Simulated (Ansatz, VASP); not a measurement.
## Au in VASP and in Ansatz

INCAR

```
PREC = Accurate ; ENCUT = 520
EDIFF = 1E-7 ; ISMEAR = 0
SIGMA = 0.15 ; LREAL = False
LASPH = True ; NELM = 80
ALGO = Normal ; ISIF = 2
LWAVE = False ; LCHARG = False
GGA = PS ; NBANDS = 12
```

The input KPOINTS:

```
regular mesh
0
Gamma
  14 14 14
```

File POSCAR:

```
Au
1.0
    0.0000000000      2.0419343851      2.0419343851
    2.0419343851      0.0000000000      2.0419343851
    2.0419343851      2.0419343851      0.0000000000
Au
1
Direct
    0.0000000000      0.0000000000      0.0000000000
```

Input for Ansatz:

```yaml
crystal:
  lattice:
    - [0.0, 2.0419343851, 2.0419343851]
    - [2.0419343851, 0.0, 2.0419343851]
    - [2.0419343851, 2.0419343851, 0.0]
  atoms:
    - { symbol: Au, position: [0.0, 0.0, 0.0] }
basis:
  ecutwfc: 420
kpoints:
  mp_grid: { grid: [14, 14, 14] }
hamiltonian:
  xc: pbesol
scf:
  occupations: { method: gaussian, width: 0.15 }
output:
  forces: true
  stress: true
  eigenvalues: true
```

Alike in both runs: task single point; functional PBEsol; k mesh 14 × 14 × 14; occupations gaussian, width 0.15 eV; no spin polarisation.

|  | VASP | Ansatz |
| --- | --- | --- |
| version | VASP 6.6.1 | Ansatz 0.2.0 |
| potentials or method | VASP PAW PBE potentials, release 64 (Au), cutoff 520 eV | scalar-relativistic, plane waves, PAW |
| valence electrons in the cell | 11 | 19 |

Ansatz gave:

```
gap on the k mesh at the Fermi level (eV) : none
pressure (GPa)                            : -0.1
```

Problem. What did VASP give for the same quantities?

Solution. gap on the k mesh at the Fermi level (eV): none; pressure (GPa): -0.4.

VASP's potentials were made for PBE, not for PBEsol. A gap of «none» marks a metal or a gap that the smearing closes. The functional is the same, so the differences come from potentials, cutoffs and numerics. VASP's potentials hold 11 valence electrons a cell and Ansatz's 19, so a difference there can come from the potentials and not from the codes.

Spin-orbit coupling is off throughout.
